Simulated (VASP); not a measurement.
# GaMo (R-3m) in VASP: single point with PBE

Aim: the single point of GaMo with PBE.

Everything below comes from runs of VASP 6.6.1. Logs are shortened: lines on timing, memory, paths and dates and some standing lists are left out, and cuts for length are marked.

## 1. The cell of the first run

Symmetry: R-3m, No. 166, trigonal system. The conventional cell has a = 2.853 Å, b = 2.853 Å, c = 13.349 Å, α = 90.00°, β = 90.00°, γ = 120.00°. Ga (site symmetry -3m) has 6 Mo at 2.77 Å and 6 Ga at 2.85 Å within 3.6 Å. Within 3.6 Å of Mo (site symmetry -3m) lie 6 Ga at 2.77 Å and 6 Mo at 2.85 Å.

The cell was generated, and may not be a known phase.

## 2. Single point, PBE

INCAR

```
  ALGO = Fast
  EDIFF = 1E-6
  ENCUT = 520
  GGA = PE
  ISIF = 2
  ISMEAR = 0
  LASPH = T
  LCHARG = T
  LELF = T
  LREAL = F
  LVHAR = T
  LWAVE = F
  NBANDS = 20
  NELM = 100
  PREC = Accurate
  SIGMA = 0.1
```

KPOINTS

```
k-points
0
Gamma
  18 18 18
```

POSCAR

```
GaMo
1.0
    1.4263575001      0.8235078866      4.4495312090
   -1.4263575001      0.8235078866      4.4495312090
    0.0000000000     -1.6470157733      4.4495312090
Ga Mo
1 1
Direct
    0.5000000000      0.5000000000      0.5000000000
    0.0000000000      0.0000000000      0.0000000000
```

Potentials or basis: VASP PAW PBE potentials, release 64 (Ga_d, Mo_sv).

Command:

```
cat potpaw_PBE.64/Ga_d/POTCAR potpaw_PBE.64/Mo_sv/POTCAR > POTCAR
mpirun -np 1 vasp_std > vasp.out
```

OUTCAR:

```text
EDIFF = 1E-6
   ENCUT = 520
   GGA = PE
   ISIF = 2
   ISMEAR = 0
   LASPH = T
   LREAL = F
   NELM = 100
   PREC = Accurate

 ion  position               nearest neighbor table
   1  0.500  0.500  0.500-   2 2.77   2 2.77   2 2.77   2 2.77   2 2.77   2 2.77
   2  0.000  0.000  0.000-   1 2.77   1 2.77   1 2.77   1 2.77   1 2.77   1 2.77

  LATTYP: Found a trigonal (rhomboedric) cell.
 ALAT       =     4.7445746845
 COS(alpha) =     0.8192442168

  Lattice vectors:

 A1 = (   1.4263575001,   0.8235078866,   4.4495312090)
 A2 = (  -1.4263575001,   0.8235078866,   4.4495312090)
 A3 = (   0.0000000000,  -1.6470157733,   4.4495312090)

Analysis of symmetry for initial positions (statically):
=====================================================================
 Subroutine PRICEL returns:
 Original cell was already a primitive cell.

 Routine SETGRP: Setting up the symmetry group for a
 trigonal (rhombohedral) supercell.

 Subroutine GETGRP returns: Found 12 space group operations
 (whereof 12 operations were pure point group operations)
 out of a pool of 12 trial point group operations.

The static configuration has the point symmetry D_3d.

Analysis of symmetry for dynamics (positions and initial velocities):
=====================================================================
 Subroutine PRICEL returns:
 Original cell was already a primitive cell.

 Routine SETGRP: Setting up the symmetry group for a
 trigonal (rhombohedral) supercell.

 Subroutine GETGRP returns: Found 12 space group operations
 (whereof 12 operations were pure point group operations)
 out of a pool of 12 trial point group operations.

The dynamic configuration has the point symmetry D_3d.

 Subroutine INISYM returns: Found 12 space group operations
 (whereof 12 operations are pure point group operations),
 and found     1 'primitive' translations

----------------------------------------------------------------------------------------

                                     Primitive cell

  volume of cell :      31.3590

  direct lattice vectors                    reciprocal lattice vectors
     1.426357500  0.823507887  4.449531209     0.350543254  0.202386242  0.074914259
    -1.426357500  0.823507887  4.449531209    -0.350543254  0.202386242  0.074914259
     0.000000000 -1.647015773  4.449531209     0.000000000 -0.404772485  0.074914259

  length of vectors
     4.744574685  4.744574685  4.744574685     0.411646584  0.411646584  0.411646584

  position of ions in fractional coordinates (direct lattice)
     0.500000000  0.500000000  0.500000000
     0.000000000  0.000000000  0.000000000

  ion indices of the primitive-cell ions
   primitive index   ion index
                 1           1
                 2           2

----------------------------------------------------------------------------------------

 KPOINTS: k-points

Automatic generation of k-mesh.
 Grid dimensions read from file:
 generate k-points for:   18   18   18

 Generating k-lattice:

  Cartesian coordinates                     Fractional coordinates (reciprocal lattice)
     0.019474625  0.011243680  0.004161903     0.055555556  0.000000000  0.000000000
    -0.019474625  0.011243680  0.004161903     0.000000000  0.055555556  0.000000000
     0.000000000 -0.022487360  0.004161903     0.000000000  0.000000000  0.055555556

  Length of vectors
     0.022869255  0.022869255  0.022869255

  Shift w.r.t. Gamma in fractional coordinates (k-lattice)
     0.000000000  0.000000000  0.000000000

 Subroutine IBZKPT returns following result:
 ===========================================

 Found    580 irreducible k-points:

 Following reciprocal coordinates:
            Coordinates               Weight
  0.000000  0.000000  0.000000      1.000000
  0.055556  0.000000 -0.000000      6.000000
  0.111111  0.000000 -0.000000      6.000000
  0.166667  0.000000 -0.000000      6.000000
  0.222222  0.000000  0.000000      6.000000
  0.277778  0.000000 -0.000000      6.000000
[... 16 lines left out ...]
 -0.277778  0.055556  0.000000     12.000000
 -0.222222  0.055556  0.000000     12.000000
 [... further k-points ...]
   k-points           NKPTS =    580   k-points in BZ     NKDIM =    580   number of bands    NBANDS=     20
   number of dos      NEDOS =    301   number of ions     NIONS =      2
   total plane-waves  NPLWV =  46656
   dimension x,y,z NGX =    36 NGY =   36 NGZ =   36
   dimension x,y,z NGXF=    72 NGYF=   72 NGZF=   72
   ions per type =               1   1
   NGX,Y,Z   is equivalent  to a cutoff of  12.61, 12.61, 12.61 a.u.
   NGXF,Y,Z  is equivalent  to a cutoff of  25.23, 25.23, 25.23 a.u.
 SYSTEM =  unknown system
   PREC   = accura    normal or accurate (medium, high low for compatibility)
   ISTART =      0    job   : 0-new  1-cont  2-samecut
   ICHARG =      2    charge: 1-file 2-atom 10-const
   ISPIN  =      1    spin polarized calculation?
   LNONCOLLINEAR =      F non collinear calculations
   LSORBIT =      F    spin-orbit coupling
   LASPH  =      T    aspherical Exc in radial PAW
   ENCUT  =  520.0 eV  38.22 Ry    6.18 a.u.   8.82  8.82  8.82*2*pi/ulx,y,z
   NELM   =    100;   NELMIN=  2; NELMDL= -5     # of ELM steps
   EDIFF  = 0.1E-05   stopping-criterion for ELM
   LREAL  =      F    real-space projection
   EDIFFG = 0.1E-04   stopping-criterion for IOM
   NSW    =      0    number of steps for IOM
   IBRION =     -1    ionic relax: 0-MD 1-quasi-New 2-CG
   NFREE  =      0    steps in history (QN), initial steepest desc. (CG)
   ISIF   =      2    stress and relaxation
   ISYM   =      2    0-nonsym 1-usesym 2-fastsym
   POTIM  = 0.5000    time-step for ionic-motion
   TEBEG  =    0.0;   TEEND  =   0.0 temperature during run
   PSTRESS=    0.0 pullay stress
   NELECT =      27.0000    total number of electrons
   NUPDOWN=      -1.0000    fix difference up-down
   EMIN   =  10.00;   EMAX   =-10.00  energy-range for DOS
   EFERMI =   0.00;   METHOD = LEGACY
   ISMEAR =     0;   SIGMA  =   0.10  broadening in eV -4-tet -1-fermi 0-gaus
   EFERMI_NEDOS =   21; number of points for ismear=-14 and -15
   IALGO  =     68    algorithm
   IMIX   =      4    mixing-type and parameters
     AMIX     =   0.40;   BMIX     =  1.00
     AMIX_MAG =   1.60;   BMIX_MAG =  1.00
  volume/ion in A,a.u.               =      15.68       105.81
  Fermi-wavevector in a.u.,A,eV,Ry     =   1.557431  2.943118 33.002181  2.425592
  Thomas-Fermi vector in A             =   2.661082
   LORBIT       =      0    0 simple, 1 ext, 2 COOP (PROOUT), +10 PAW based schemes
   GGA     = PE    functional components
   LHFCALC =     F    Hartree Fock is set to
   AEXX    =    0.0000 exact exchange contribution
   IVDW    =     0    specifies the selected vdW correction
   LEPSILON=     F    determine dielectric tensor
   LRPA    =     F    only Hartree local field effects (RPA)
 non-spin polarized calculation
 RMM-DIIS sequential band-by-band and
 Gauss-broadening in eV      SIGMA  =   0.10
  energy-cutoff  :      520.00
  volume of cell :       31.36
 maximum number of plane-waves:       857
   NGX = 17   NGY = 17   NGZ = 17

 number of electron      26.9999996 magnetization

 Free energy of the ion-electron system (eV)
  ---------------------------------------------------
  ext. energy  EPLUGINS =         0.00000000
  ---------------------------------------------------
  free energy    TOTEN  =       -13.67734794 eV

  energy without entropy =      -13.67154539  energy(sigma->0) =      -13.67444667

 E-fermi :   9.7502     XC(G=0): -12.6862

 val. band max:        9.7376700364   @ k =  -0.3333   0.4444   0.3333
 cond. band min:       9.7566058031   @ k =  -0.2778   0.3889   0.2778
 fundamental gap:      0.0189357667
 Fermi energy:         9.7502479970

 k-point     1 :       0.0000    0.0000    0.0000
  band No.  band energies     occupation
      1     -51.1649      2.00000
      2     -25.3527      2.00000
      3     -24.7105      2.00000
      4     -24.7105      2.00000
      5      -5.1071      2.00000
      6      -5.1071      2.00000
[... 12 lines left out ...]
     19      21.5733      0.00000
     20      22.6080      0.00000

 k-point     2 :       0.0556    0.0000   -0.0000
  band No.  band energies     occupation
      1     -51.1609      2.00000
      2     -25.3484      2.00000
      3     -24.7396      2.00000
      4     -24.7171      2.00000
      5      -5.1110      2.00000
      6      -5.0987      2.00000
[... 12 lines left out ...]
     19      21.4506      0.00000
     20      22.7635      0.00000

 k-point     3 :       0.1111    0.0000   -0.0000
  band No.  band energies     occupation
      1     -51.1494      2.00000
      2     -25.3359      2.00000
      3     -24.8227      2.00000
      4     -24.7362      2.00000
      5      -5.1236      2.00000
      6      -5.0743      2.00000
[... 12 lines left out ...]
     19      21.1350      0.00000
     20      23.0180      0.00000

 k-point     4 :       0.1667    0.0000   -0.0000
  band No.  band energies     occupation
      1     -51.1316      2.00000
      2     -25.3167      2.00000
      3     -24.9486      2.00000
      4     -24.7652      2.00000
      5      -5.1436      2.00000
      6      -5.0366      2.00000
[... 12 lines left out ...]
     19      20.7280      0.00000
     20      22.5947      0.00000

 k-point     5 :       0.2222    0.0000    0.0000
  band No.  band energies     occupation
      1     -51.1097      2.00000
      2     -25.2931      2.00000
      3     -25.1007      2.00000
      4     -24.8006      2.00000
      5      -5.1683      2.00000
      6      -4.9901      2.00000
[... 12 lines left out ...]
     19      20.3112      0.00000
     20      21.7897      0.00000
[... 353 lines left out ...]
      6      -5.0404      2.00000
[... 12 lines left out ...]
     19      18.1478      0.00000
     20      19.1064      0.00000

 k-point    22 :      -0.3333    0.0556    0.0000
  band No.  band energies     occupation
      1     -51.0532      2.00000
      2     -25.4671      2.00000
      3     -25.2317      2.00000
      4     -24.9041      2.00000
      5      -5.2224      2.00000
      6      -5.0210      2.00000
[... 12 lines left out ...]
     19      18.3544      0.00000
     20      20.1308      0.00000

 k-point    23 :      -0.2778    0.0556    0.0000
  band No.  band energies     occupation
      1     -51.0733      2.00000
      2     -25.3369      2.00000
      3     -25.2533      2.00000
      4     -24.8699      2.00000
      5      -5.1999      2.00000
      6      -4.9947      2.00000
[... 12 lines left out ...]
     19      18.6821      0.00000
     20      21.2844      0.00000

 k-point    24 :      -0.2222    0.0556    0.0000
  band No.  band energies     occupation
      1     -51.0960      2.00000
      2     -25.2779      2.00000
      3     -25.1867      2.00000
      4     -24.8308      2.00000
      5      -5.1745      2.00000
      6      -4.9917      2.00000
[... 12 lines left out ...]
     19      19.1179      0.00000
     20      22.2951      0.00000

 [... further k-points ...]

------------------------ aborting loop because EDIFF is reached ----------------------------------------

  FORCE on cell =-STRESS in cart. coord.  units (eV):
  Direction    XX          YY          ZZ          XY          YZ          ZX
  --------------------------------------------------------------------------------------
  -------------------------------------------------------------------------------------
  Total        0.0653250      0.0653250      0.0913623      0.0000000     -0.0000000      0.0000000
  in kB        3.3375543      3.3375543      4.6678387      0.0000000     -0.0000000      0.0000000
  external PRESSURE =       3.7809824 kB  Pullay stress =       0.0000000 kB

 VOLUME and BASIS-vectors are now :
 -----------------------------------------------------------------------------
  energy-cutoff  :      520.00
  volume of cell :       31.36
      direct lattice vectors                 reciprocal lattice vectors
     1.426357500  0.823507887  4.449531209     0.350543254  0.202386242  0.074914259
    -1.426357500  0.823507887  4.449531209    -0.350543254  0.202386242  0.074914259
     0.000000000 -1.647015773  4.449531209     0.000000000 -0.404772485  0.074914259

 POSITION                                       TOTAL-FORCE (eV/Angst)
 -----------------------------------------------------------------------------------
      0.00000     -0.00000      6.67430         0.000000      0.000000     -0.000000
      0.00000      0.00000      0.00000        -0.000000     -0.000000      0.000000
 -----------------------------------------------------------------------------------
    total drift:                                0.000000     -0.000000      0.000000

  FREE ENERGIE OF THE ION-ELECTRON SYSTEM (eV)
  ---------------------------------------------------
  free  energy   TOTEN  =       -13.6773479444 eV

  energy  without entropy=      -13.6715453875  energy(sigma->0) =      -13.67444667
```

It took 13 min on 1 thread of Intel Xeon Platinum 8488C (Sapphire Rapids), shared host; peak memory 0.5 GiB.

What came out:

```
Free energy            : -13.6773 eV
Pressure               : 0.4 GPa
Band gap on the k mesh : zero (an odd number of electrons rules out a gap without spin polarisation)
```

Stress tensor (GPa, compression positive):
```
0.33 0.00 0.00
0.00 0.33 0.00
0.00 0.00 0.47
```

Levels at points of the mesh, in eV from the Fermi level:
```
           k point  band 10  band 11  band 12  band 13  band 14  band 15  band 16  band 17
(0.00, 0.00, 0.00)   -10.73    -3.94    -1.86    -0.50    -0.50     1.73     1.73     4.96
(0.50, 0.00, 0.00)    -5.22    -4.23    -4.12    -2.48     0.29     3.80     3.92     4.17
(0.50, 0.50, 0.00)    -6.00    -3.66    -3.29    -0.70     0.61     0.88     3.28     3.81
(0.50, 0.50, 0.50)    -9.52    -6.21    -2.41    -0.58    -0.58     1.68     1.68     8.94
```
